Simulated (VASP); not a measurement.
Here is a VASP 6.6.1 calculation.

INCAR

```
SYSTEM = Tl2Ga3
ALGO     = Fast           ! electronic algorithm
EDIFF    = 1E-6           ! SCF threshold, eV
ENCUT    = 520            ! plane-wave cutoff, eV
GGA      = PE             ! functional
ISIF     = 2              ! what is computed and relaxed
ISMEAR   = -1             ! smearing method
LASPH    = .True.         ! aspherical terms in the spheres
LCHARG   = .True.         ! write CHGCAR
LELF     = .True.         ! ELF
LREAL    = .False.        ! projectors in reciprocal space
LVHAR    = .True.       
LWAVE    = .False.        ! write WAVECAR
NBANDS   = 76             ! bands
NELM     = 100            ! most SCF steps
PREC     = Accurate       ! precision mode
SIGMA    = 0.1            ! smearing width, eV
```

Contents of KPOINTS:

```
Automatic mesh
0
Gamma
  3 3 3
  0.5 0 0.5
```

The input POSCAR:

```
Tl2Ga3
1.0
    6.2210450000      0.0837700000      0.0639200000
    0.0837700000      6.3471920000     -0.1001790000
    0.0639200000     -0.1001790000      6.3900880000
Ga Tl
6 4
Direct
    0.0172740000      0.5052310000      0.4659910000
    0.9901920000      0.5191950000      0.0057670000
    0.4976560000      0.9892740000      0.4917970000
    0.9744780000      0.9960130000      0.4963830000
    0.5048720000      0.9890510000      0.0034530000
    0.5081450000      0.4885700000      0.9938410000
    0.2627890000      0.2662400000      0.2470410000
    0.2403460000      0.7299720000      0.7419250000
    0.7519870000      0.7279810000      0.2359390000
    0.7431460000      0.2563340000      0.7445540000
```

Potentials or basis: VASP PAW PBE potentials, release 64 (Ga_d, Tl_d).

Launch:

```sh
$ cat potpaw_PBE.64/Ga_d/POTCAR potpaw_PBE.64/Tl_d/POTCAR > POTCAR
$ mpirun -np 1 vasp_std > vasp.out
```

Question: What does it give for the band gap on the k mesh?

Answer: Zero (bands 65 and 66 overlap by 0.68 eV).

Question: Estimate the pressure.

Answer: 8.1 GPa.

Stress tensor (GPa, compression positive):
```
 7.75 -2.86 -2.37
-2.86  8.47  3.04
-2.37  3.04  8.14
```

Caveat: the cell stands under pressure; spin-orbit coupling is left out, which moves the levels of the heavy elements; forces of over 1 eV/Å act on the atoms, so gaps and moduli don't describe the material at rest.
